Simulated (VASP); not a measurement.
# C in VASP: single point with LDA

Aim: the single point of C with LDA.

Everything below comes from runs of VASP 6.6.1. Logs are shortened: lines on timing, memory, paths and dates and some standing lists are left out, and cuts for length are marked.

## Step 1: The cell of the first run

The cell holds a slab with vacuum, 4 atoms: a = 2.273 Å, b = 2.403 Å, c = 24.108 Å, α = 90.00°, β = 90.00°, γ = 118.23°.

## Step 2: Single point, LDA (atoms displaced along a vibrational mode, the cell strained)

Input file INCAR:

```
SYSTEM = C
PREC = Accurate
ENCUT = 520
EDIFF = 1E-6
ISMEAR = 0
SIGMA = 0.15
LREAL = .FALSE.
LASPH = .TRUE.
NELM = 80
ALGO = Normal
ISIF = 2
LWAVE = .FALSE.
LCHARG = .FALSE.
GGA = CA
NBANDS = 16
```

Input file KPOINTS:

```
Automatic mesh
0
G
  18 18 2
  0 0 0
```

Input file POSCAR:

```
C
1.0
    2.2734803463      0.0000000000      0.0000000000
   -1.1367401731      2.1170878870      0.0000000000
    0.0000000000      0.0000000000     24.1078379870
C
4
Direct
   -0.1730266289      0.0000000000      0.5687751440
    0.1730266289      0.0000000000      0.4312248560
    0.5063675980      0.6666666667      0.4312002200
    0.4936324020      0.3333333333      0.5687997800
```

Potentials or basis: VASP PAW LDA potentials, release 64 (C).

The run is started by

```
$ cat potpaw_LDA.64/C/POTCAR > POTCAR
$ mpirun -np 1 vasp_std > vasp.out
```

OUTCAR:

```text
SYSTEM = C
   PREC = Accurate
   ENCUT = 520
   EDIFF = 1E-6
   ISMEAR = 0
   LREAL = .FALSE.
   LASPH = .TRUE.
   NELM = 80
   ISIF = 2
   GGA = CA

 ion  position               nearest neighbor table
   1  0.827  0.000  0.569-   4 1.34   4 1.34   4 1.41
   2  0.173  0.000  0.431-   3 1.34   3 1.34   3 1.41
   3  0.506  0.667  0.431-   2 1.34   2 1.34   2 1.41
   4  0.494  0.333  0.569-   1 1.34   1 1.34   1 1.41

  LATTYP: Found a base centered orthorhombic cell.
 ALAT       =     2.2734803463
 B/A-ratio  =     1.8624202232
 C/A-ratio  =    10.6039350752

  Lattice vectors:

 A1 = (   1.1367401731,  -2.1170878870,   0.0000000000)
 A2 = (   1.1367401732,   2.1170878870,   0.0000000000)
 A3 = (   0.0000000000,   0.0000000000,  24.1078379870)

Analysis of symmetry for initial positions (statically):
=====================================================================
 Subroutine PRICEL returns:
 Original cell was already a primitive cell.

 Routine SETGRP: Setting up the symmetry group for a
 base centered orthorhombic supercell.

 Subroutine GETGRP returns: Found  2 space group operations
 (whereof  2 operations were pure point group operations)
 out of a pool of  8 trial point group operations.

The static configuration has the point symmetry S_2 .

Analysis of symmetry for dynamics (positions and initial velocities):
=====================================================================
 Subroutine PRICEL returns:
 Original cell was already a primitive cell.

 Routine SETGRP: Setting up the symmetry group for a
 base centered orthorhombic supercell.

 Subroutine GETGRP returns: Found  2 space group operations
 (whereof  2 operations were pure point group operations)
 out of a pool of  8 trial point group operations.

The dynamic configuration has the point symmetry S_2 .

 Subroutine INISYM returns: Found  2 space group operations
 (whereof  2 operations are pure point group operations),
 and found     1 'primitive' translations

----------------------------------------------------------------------------------------

                                     Primitive cell

  volume of cell :     116.0348

  direct lattice vectors                    reciprocal lattice vectors
     2.273480346  0.000000000  0.000000000     0.439854253  0.236173474  0.000000000
    -1.136740173  2.117087887  0.000000000     0.000000000  0.472346947  0.000000000
     0.000000000  0.000000000 24.107837987     0.000000000  0.000000000  0.041480285

  length of vectors
     2.273480346  2.402964699 24.107837987     0.499249110  0.472346947  0.041480285

  position of ions in fractional coordinates (direct lattice)
     0.826973371  0.000000000  0.568775144
     0.173026629  0.000000000  0.431224856
     0.506367598  0.666666667  0.431200220
     0.493632402  0.333333333  0.568799780

  ion indices of the primitive-cell ions
   primitive index   ion index
                 1           1
                 2           2
                 3           3
                 4           4

----------------------------------------------------------------------------------------

 KPOINTS: Automatic mesh

Automatic generation of k-mesh.
 Grid dimensions read from file:
 generate k-points for:   18   18    2

 Generating k-lattice:

  Cartesian coordinates                     Fractional coordinates (reciprocal lattice)
     0.024436347  0.013120749  0.000000000     0.055555556  0.000000000  0.000000000
     0.000000000  0.026241497  0.000000000     0.000000000  0.055555556  0.000000000
     0.000000000  0.000000000  0.020740143     0.000000000  0.000000000  0.500000000

  Length of vectors
     0.027736062  0.026241497  0.020740143

  Shift w.r.t. Gamma in fractional coordinates (k-lattice)
     0.000000000  0.000000000  0.000000000

 Subroutine IBZKPT returns following result:
 ===========================================

 Found    328 irreducible k-points:

 Following reciprocal coordinates:
            Coordinates               Weight
  0.000000  0.000000  0.000000      1.000000
  0.055556 -0.000000  0.000000      2.000000
  0.055556 -0.055556  0.000000      2.000000
  0.111111 -0.000000  0.000000      2.000000
  0.111111 -0.111111  0.000000      2.000000
  0.166667 -0.000000  0.000000      2.000000
[... 16 lines left out ...]
  0.111111  0.055556  0.000000      2.000000
  0.111111 -0.166667  0.000000      2.000000
 [... further k-points ...]
   k-points           NKPTS =    328   k-points in BZ     NKDIM =    328   number of bands    NBANDS=     16
   number of dos      NEDOS =    301   number of ions     NIONS =      4
   total plane-waves  NPLWV =  58320
   dimension x,y,z NGX =    18 NGY =   18 NGZ =  180
   dimension x,y,z NGXF=    36 NGYF=   36 NGZF=  360
   ions per type =               4
   NGX,Y,Z   is equivalent  to a cutoff of  13.16, 12.45, 12.41 a.u.
   NGXF,Y,Z  is equivalent  to a cutoff of  26.32, 24.91, 24.83 a.u.
 SYSTEM =  C
   PREC   = accura    normal or accurate (medium, high low for compatibility)
   ISTART =      0    job   : 0-new  1-cont  2-samecut
   ICHARG =      2    charge: 1-file 2-atom 10-const
   ISPIN  =      1    spin polarized calculation?
   LNONCOLLINEAR =      F non collinear calculations
   LSORBIT =      F    spin-orbit coupling
   LASPH  =      T    aspherical Exc in radial PAW
   ENCUT  =  520.0 eV  38.22 Ry    6.18 a.u.   4.23  4.47 44.82*2*pi/ulx,y,z
   NELM   =     80;   NELMIN=  2; NELMDL= -5     # of ELM steps
   EDIFF  = 0.1E-05   stopping-criterion for ELM
   LREAL  =      F    real-space projection
   EDIFFG = 0.1E-04   stopping-criterion for IOM
   NSW    =      0    number of steps for IOM
   IBRION =     -1    ionic relax: 0-MD 1-quasi-New 2-CG
   NFREE  =      0    steps in history (QN), initial steepest desc. (CG)
   ISIF   =      2    stress and relaxation
   ISYM   =      2    0-nonsym 1-usesym 2-fastsym
   POTIM  = 0.5000    time-step for ionic-motion
   TEBEG  =    0.0;   TEEND  =   0.0 temperature during run
   PSTRESS=    0.0 pullay stress
   NELECT =      16.0000    total number of electrons
   NUPDOWN=      -1.0000    fix difference up-down
   EMIN   =  10.00;   EMAX   =-10.00  energy-range for DOS
   EFERMI =   0.00;   METHOD = LEGACY
   ISMEAR =     0;   SIGMA  =   0.15  broadening in eV -4-tet -1-fermi 0-gaus
   EFERMI_NEDOS =   21; number of points for ismear=-14 and -15
   IALGO  =     38    algorithm
   IMIX   =      4    mixing-type and parameters
     AMIX     =   0.40;   BMIX     =  1.00
     AMIX_MAG =   1.60;   BMIX_MAG =  1.00
  volume/ion in A,a.u.               =      29.01       195.76
  Fermi-wavevector in a.u.,A,eV,Ry     =   0.845770  1.598273  9.732603  0.715326
  Thomas-Fermi vector in A             =   1.961010
   LORBIT       =      0    0 simple, 1 ext, 2 COOP (PROOUT), +10 PAW based schemes
   GGA     = CA    functional components
   LHFCALC =     F    Hartree Fock is set to
   AEXX    =    0.0000 exact exchange contribution
   IVDW    =     0    specifies the selected vdW correction
   LEPSILON=     F    determine dielectric tensor
   LRPA    =     F    only Hartree local field effects (RPA)
 non-spin polarized calculation
 Gauss-broadening in eV      SIGMA  =   0.15
  energy-cutoff  :      520.00
  volume of cell :      116.03
 maximum number of plane-waves:      3190
 NGX is ok and might be reduce to    18
   NGX =  9   NGY =  9   NGZ = 89

 number of electron      15.9999998 magnetization

 Free energy of the ion-electron system (eV)
  ---------------------------------------------------
  ext. energy  EPLUGINS =         0.00000000
  ---------------------------------------------------
  free energy    TOTEN  =       -39.68146719 eV

  energy without entropy =      -39.68140044  energy(sigma->0) =      -39.68143382

 E-fermi :  -1.4337     XC(G=0):  -3.4163

 val. band max:       -1.6829384441   @ k =   0.3889   0.3333   0.5000
 cond. band min:      -1.1834175563   @ k =   0.3333   0.3333   0.5000
 fundamental gap:      0.4995208878
 Fermi energy:        -1.4336542184

 k-point     1 :       0.0000    0.0000    0.0000
  band No.  band energies     occupation
      1     -21.9749      2.00000
      2     -21.8097      2.00000
      3     -10.6000      2.00000
      4      -9.5679      2.00000
      5      -4.7210      2.00000
      6      -4.7185      2.00000
[... 8 lines left out ...]
     15       5.1919      0.00000
     16       6.4621      0.00000

 k-point     2 :       0.0556   -0.0000    0.0000
  band No.  band energies     occupation
      1     -21.8933      2.00000
      2     -21.7290      2.00000
      3     -10.4974      2.00000
      4      -9.4679      2.00000
      5      -4.9113      2.00000
      6      -4.9038      2.00000
[... 8 lines left out ...]
     15       5.3047      0.00000
     16       6.7522      0.00000

 k-point     3 :       0.0556   -0.0556    0.0000
  band No.  band energies     occupation
      1     -21.8933      2.00000
      2     -21.7290      2.00000
      3     -10.4974      2.00000
      4      -9.4679      2.00000
      5      -4.9099      2.00000
      6      -4.9052      2.00000
[... 8 lines left out ...]
     15       5.3047      0.00000
     16       6.7528      0.00000

 k-point     4 :       0.1111   -0.0000    0.0000
  band No.  band energies     occupation
      1     -21.6490      2.00000
      2     -21.4873      2.00000
      3     -10.1903      2.00000
      4      -9.1692      2.00000
      5      -5.4610      2.00000
      6      -5.4431      2.00000
[... 8 lines left out ...]
     15       5.6433      0.00000
     16       7.3274      0.00000
[... 324 lines left out ...]
 k-point    22 :       0.0556   -0.1111    0.0000
  band No.  band energies     occupation
      1     -21.7474      2.00000
      2     -21.5847      2.00000
      3     -10.3163      2.00000
      4      -9.2922      2.00000
      5      -5.5605      2.00000
      6      -5.5438      2.00000
[... 8 lines left out ...]
     15       5.5038      0.00000
     16       7.1496      0.00000

 k-point    23 :       0.1111    0.0556    0.0000
  band No.  band energies     occupation
      1     -21.4310      2.00000
      2     -21.2716      2.00000
      3      -9.9199      2.00000
      4      -8.9076      2.00000
      5      -6.2540      2.00000
      6      -6.2277      2.00000
[... 8 lines left out ...]
     15       5.9428      0.00000
     16       7.6175      0.00000

 k-point    24 :       0.1111   -0.1667    0.0000
  band No.  band energies     occupation
      1     -21.4310      2.00000
      2     -21.2716      2.00000
      3      -9.9204      2.00000
      4      -8.9072      2.00000
      5      -6.2498      2.00000
      6      -6.2322      2.00000
[... 8 lines left out ...]
     15       5.9429      0.00000
     16       7.6356      0.00000

 [... further k-points ...]

------------------------ aborting loop because EDIFF is reached ----------------------------------------

  FORCE on cell =-STRESS in cart. coord.  units (eV):
  Direction    XX          YY          ZZ          XY          YZ          ZX
  --------------------------------------------------------------------------------------
  -------------------------------------------------------------------------------------
  Total       19.9144533      3.6427012      0.0467467      0.0030277      0.0891230      0.0408504
  in kB      274.9733570     50.2974277      0.6454661      0.0418054      1.2305857      0.5640509
  external PRESSURE =     108.6387502 kB  Pullay stress =       0.0000000 kB

 VOLUME and BASIS-vectors are now :
 -----------------------------------------------------------------------------
  energy-cutoff  :      520.00
  volume of cell :      116.03
      direct lattice vectors                 reciprocal lattice vectors
     2.273480346  0.000000000  0.000000000     0.439854253  0.236173474  0.000000000
    -1.136740173  2.117087887  0.000000000     0.000000000  0.472346947  0.000000000
     0.000000000  0.000000000 24.107837987     0.000000000  0.000000000  0.041480285

 POSITION                                       TOTAL-FORCE (eV/Angst)
 -----------------------------------------------------------------------------------
      1.88011      0.00000     13.71194         0.013637     -1.526655      0.022216
      0.39337      0.00000     10.39590        -0.013637      1.526655     -0.022216
      0.39339      1.41139     10.39531         0.001498     -1.552970     -0.002049
      0.74335      0.70570     13.71253        -0.001498      1.552970      0.002049
 -----------------------------------------------------------------------------------
    total drift:                                0.000000     -0.000000      0.000000

  FREE ENERGIE OF THE ION-ELECTRON SYSTEM (eV)
  ---------------------------------------------------
  free  energy   TOTEN  =       -39.6814671922 eV

  energy  without entropy=      -39.6814004407  energy(sigma->0) =      -39.68143382
```

It took 5.5 min on 1 thread of AMD EPYC 9R45 (Zen 5), shared host; peak memory 0.48 GiB.

Results:

```yaml
Free_energy: -39.6815 eV
Largest_force: 1.553 eV/Å
```

Forces on the atoms (eV/Å):
```
C    0.014 -1.527  0.022
C   -0.014  1.527 -0.022
C    0.001 -1.553 -0.002
C   -0.001  1.553  0.002
```

Caveat: the cell differs from its parent crystal (atoms displaced along a vibrational mode, the cell strained); there is no dipole correction, which matters where the two faces differ.
